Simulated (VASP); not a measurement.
# YZn (Fm-3m) in VASP: notebook

The runs below take YZn through relaxation of the atoms, with LDA.

All numbers are computed with VASP 6.6.1; they aren't measurements. Logs are shortened: lines on timing, memory, paths and dates and some standing lists are left out, and cuts for length are marked.

### 1 The cell of the first run

Symmetry: Fm-3m, No. 225, cubic system. The conventional cell has a = 5.613 Å, b = 5.613 Å, c = 5.613 Å, α = 90.00°, β = 90.00°, γ = 90.00°. Within 3.7 Å of Y (site symmetry m-3m) lie 6 Zn at 2.81 Å. Within 3.7 Å of Zn (site symmetry m-3m) lie 6 Y at 2.81 Å.

### 2 Relaxation of the atoms, LDA

INCAR

```
SYSTEM = YZn
PREC = Accurate
ENCUT = 520
EDIFF = 1E-7
ISMEAR = -1
SIGMA = 0.05
LREAL = .FALSE.
LASPH = .TRUE.
NELM = 60
ALGO = Normal
ISIF = 2
LWAVE = .FALSE.
LCHARG = .FALSE.
GGA = CA
IBRION = 2
NSW = 50
EDIFFG = -0.01
```

KPOINTS

```
Automatic mesh
0
G
  11 11 11
  0 0 0
```

POSCAR

```
YZn
1.0
    0.0000000000      2.8067434723      2.8067434723
    2.8067434723      0.0000000000      2.8067434723
    2.8067434723      2.8067434723      0.0000000000
Y Zn
1 1
Direct
    0.0000000000      0.0000000000      0.0000000000
    0.5000000000      0.5000000000      0.5000000000
```

Potentials or basis: VASP PAW LDA potentials, release 64 (Y_sv, Zn).

Launch:

```bash
$ cat potpaw_LDA.64/Y_sv/POTCAR potpaw_LDA.64/Zn/POTCAR > POTCAR
$ mpirun -np 1 vasp_std > vasp.out
```

OUTCAR:

```text
SYSTEM = YZn
   PREC = Accurate
   ENCUT = 520
   EDIFF = 1E-7
   ISMEAR = -1
   LREAL = .FALSE.
   LASPH = .TRUE.
   NELM = 60
   ISIF = 2
   GGA = CA
   IBRION = 2
   NSW = 50
   EDIFFG = -0.01

 ion  position               nearest neighbor table
   1  0.000  0.000  0.000-   2 2.81   2 2.81   2 2.81   2 2.81   2 2.81   2 2.81
   2  0.500  0.500  0.500-   1 2.81   1 2.81   1 2.81   1 2.81   1 2.81   1 2.81

  LATTYP: Found a face centered cubic cell.
 ALAT       =     5.6134869446

  Lattice vectors:

 A1 = (   0.0000000000,   2.8067434723,   2.8067434723)
 A2 = (   2.8067434723,   0.0000000000,   2.8067434723)
 A3 = (   2.8067434723,   2.8067434723,   0.0000000000)

Analysis of symmetry for initial positions (statically):
=====================================================================
 Subroutine PRICEL returns:
 Original cell was already a primitive cell.

 Routine SETGRP: Setting up the symmetry group for a
 face centered cubic supercell.

 Subroutine GETGRP returns: Found 48 space group operations
 (whereof 48 operations were pure point group operations)
 out of a pool of 48 trial point group operations.

The static configuration has the point symmetry O_h .

Analysis of symmetry for dynamics (positions and initial velocities):
=====================================================================
 Subroutine PRICEL returns:
 Original cell was already a primitive cell.

 Routine SETGRP: Setting up the symmetry group for a
 face centered cubic supercell.

 Subroutine GETGRP returns: Found 48 space group operations
 (whereof 48 operations were pure point group operations)
 out of a pool of 48 trial point group operations.

The dynamic configuration has the point symmetry O_h .

 Subroutine INISYM returns: Found 48 space group operations
 (whereof 48 operations are pure point group operations),
 and found     1 'primitive' translations

----------------------------------------------------------------------------------------

                                     Primitive cell

  volume of cell :      44.2220

  direct lattice vectors                    reciprocal lattice vectors
     0.000000000  2.806743472  2.806743472    -0.178142393  0.178142393  0.178142393
     2.806743472  0.000000000  2.806743472     0.178142393 -0.178142393  0.178142393
[... 89 lines left out ...]
   IBRION =      2    ionic relax: 0-MD 1-quasi-New 2-CG
   NFREE  =      1    steps in history (QN), initial steepest desc. (CG)
   ISIF   =      2    stress and relaxation
   ISYM   =      2    0-nonsym 1-usesym 2-fastsym
   POTIM  = 0.5000    time-step for ionic-motion
   TEBEG  =    0.0;   TEEND  =   0.0 temperature during run
   PSTRESS=    0.0 pullay stress
   NELECT =      23.0000    total number of electrons
   NUPDOWN=      -1.0000    fix difference up-down
   EMIN   =  10.00;   EMAX   =-10.00  energy-range for DOS
   EFERMI =   0.00;   METHOD = LEGACY
   ISMEAR =    -1;   SIGMA  =   0.05  broadening in eV -4-tet -1-fermi 0-gaus
   EFERMI_NEDOS =   21; number of points for ismear=-14 and -15
   IALGO  =     38    algorithm
   IMIX   =      4    mixing-type and parameters
     AMIX     =   0.40;   BMIX     =  1.00
     AMIX_MAG =   1.60;   BMIX_MAG =  1.00
  volume/ion in A,a.u.               =      22.11       149.21
  Fermi-wavevector in a.u.,A,eV,Ry     =   1.316552  2.487923 23.583107  1.733309
  Thomas-Fermi vector in A             =   2.446656
   LORBIT       =      0    0 simple, 1 ext, 2 COOP (PROOUT), +10 PAW based schemes
   GGA     = CA    functional components
   LHFCALC =     F    Hartree Fock is set to
   AEXX    =    0.0000 exact exchange contribution
   IVDW    =     0    specifies the selected vdW correction
   LEPSILON=     F    determine dielectric tensor
   LRPA    =     F    only Hartree local field effects (RPA)
 conjugate gradient relaxation of ions
 non-spin polarized calculation
  energy-cutoff  :      520.00
  volume of cell :       44.22
 maximum number of plane-waves:      1243
 NGX is ok and might be reduce to    30
   NGX = 15   NGY = 15   NGZ = 15

 number of electron      22.9999991 magnetization

 Free energy of the ion-electron system (eV)
  ---------------------------------------------------
  ext. energy  EPLUGINS =         0.00000000
  ---------------------------------------------------
  free energy    TOTEN  =        -8.86884689 eV

  energy without entropy =       -8.84896140  energy(sigma->0) =       -8.85890415

 E-fermi :   2.9084     XC(G=0): -10.7071

 val. band max:        2.8819941185   @ k =   0.4545   0.2727   0.0909
 cond. band min:       2.9102744065   @ k =  -0.4545   0.0909   0.0000
 fundamental gap:      0.0282802881
 Fermi energy:         2.9083693777

 k-point     1 :       0.0000    0.0000    0.0000
  band No.  band energies     occupation
      1     -39.1755      2.00000
      2     -19.2369      2.00000
      3     -19.2369      2.00000
      4     -19.2369      2.00000
      5      -4.6931      2.00000
      6      -4.6931      2.00000
      7      -4.5740      2.00000
      8      -4.5740      2.00000
      9      -4.5740      2.00000
     10      -4.0176      2.00000
     11       4.7695      0.00000
     12       4.7695      0.00000
     13       4.7695      0.00000
     14       6.0548      0.00000
[... 401 lines left out ...]
      2     -19.3865      2.00000
      3     -19.2955      2.00000
      4     -19.2606      2.00000
      5      -4.6339      2.00000
      6      -4.5534      2.00000
      7      -4.5446      2.00000
      8      -4.5162      2.00000
      9      -4.4891      2.00000
     10      -2.5109      2.00000
     11       2.6833      1.97806
     12       3.1644      0.01188
     13       3.7074      0.00000
     14       5.4331      0.00000
     15       6.6909      0.00000

 [... further k-points ...]
[... 5 lines left out ...]
  --------------------------------------------------------------------------------------
  -------------------------------------------------------------------------------------
  Total        1.6023912      1.6023912      1.6023912     -0.0000000      0.0000000      0.0000000
  in kB       58.0551793     58.0551793     58.0551793     -0.0000000      0.0000000      0.0000000
  external PRESSURE =      58.0551793 kB  Pullay stress =       0.0000000 kB

 VOLUME and BASIS-vectors are now :
 -----------------------------------------------------------------------------
  energy-cutoff  :      520.00
  volume of cell :       44.22
      direct lattice vectors                 reciprocal lattice vectors
     0.000000000  2.806743472  2.806743472    -0.178142393  0.178142393  0.178142393
     2.806743472  0.000000000  2.806743472     0.178142393 -0.178142393  0.178142393
     2.806743472  2.806743472  0.000000000     0.178142393  0.178142393 -0.178142393

 POSITION                                       TOTAL-FORCE (eV/Angst)
 -----------------------------------------------------------------------------------
      0.00000      0.00000      0.00000         0.000000     -0.000000     -0.000000
      2.80674      2.80674      2.80674        -0.000000      0.000000      0.000000
 -----------------------------------------------------------------------------------
    total drift:                                0.000000      0.000000      0.000000

  FREE ENERGIE OF THE ION-ELECTRON SYSTEM (eV)
  ---------------------------------------------------
  free  energy   TOTEN  =        -8.8688468932 eV

  energy  without entropy=       -8.8489614027  energy(sigma->0) =       -8.85890415

 reached required accuracy - stopping structural energy minimisation
```

OSZICAR:

```text
N       E                     dE             d eps       ncg     rms          rms(c)
DAV:   1     0.106890034860E+03    0.10689E+03   -0.11944E+04  1680   0.182E+03
DAV:   2    -0.451228277456E+01   -0.11140E+03   -0.10985E+03  1834   0.334E+02
DAV:   3    -0.920476531932E+01   -0.46925E+01   -0.46336E+01  2291   0.666E+01
DAV:   4    -0.930950602449E+01   -0.10474E+00   -0.10465E+00  2301   0.783E+00
DAV:   5    -0.931045767760E+01   -0.95165E-03   -0.95163E-03  2277   0.682E-01    0.352E+01
DAV:   6    -0.895355182264E+01    0.35691E+00   -0.10399E+00  2086   0.144E+01    0.210E+01
DAV:   7    -0.888399557704E+01    0.69556E-01   -0.64465E-01  2448   0.738E+00    0.433E+00
DAV:   8    -0.887251277444E+01    0.11483E-01   -0.11492E-01  2027   0.428E+00    0.865E-01
DAV:   9    -0.886890817936E+01    0.36046E-02   -0.32736E-02  1942   0.135E+00    0.161E-01
DAV:  10    -0.886884684453E+01    0.61335E-04   -0.21979E-03  2061   0.412E-01    0.688E-02
DAV:  11    -0.886884741130E+01   -0.56677E-06   -0.74554E-05  2119   0.910E-02    0.816E-02
DAV:  12    -0.886884691686E+01    0.49444E-06   -0.14615E-05  2491   0.284E-02    0.134E-02
DAV:  13    -0.886884695025E+01   -0.33389E-07   -0.12950E-06  1757   0.111E-02    0.810E-03
DAV:  14    -0.886884689316E+01    0.57087E-07   -0.26494E-07  1666   0.472E-03
   1 F= -.88688469E+01 E0= -.88589041E+01  d E =-.886885E+01
```

CONTCAR:

```text
YZn
   1.00000000000000
     0.0000000000000000    2.8067434723000000    2.8067434723000000
     2.8067434723000000    0.0000000000000000    2.8067434723000000
     2.8067434723000000    2.8067434723000000    0.0000000000000000
  Y               Zn
     1     1
Direct
     0.0000000000000000    0.0000000000000000    0.0000000000000000
     0.5000000000000000    0.5000000000000000    0.5000000000000000

  0.00000000E+00  0.00000000E+00  0.00000000E+00
  0.00000000E+00  0.00000000E+00  0.00000000E+00
```

Wall time 60 s (1 thread of Intel Xeon 8259CL, shared host); peak memory 0.2 GiB.

Results:

* Free energy: -8.8688 eV
* Pressure after relaxing: 5.8 GPa
* Band gap on the k mesh: zero (an odd number of electrons rules out a gap without spin polarisation)

Final structure:
```
Y Zn
1.0
     0.00000    2.80674    2.80674
     2.80674    0.00000    2.80674
     2.80674    2.80674    0.00000
Y Zn
1 1
Direct
  0.00000 0.00000 0.00000
  0.50000 0.50000 0.50000
```

Caveat: the relaxation stopped at its first step, so nothing moved.

(Continued in part 2 of 2.)

The gap in the log of VASP goes by the Fermi energy; the results here count the filled bands.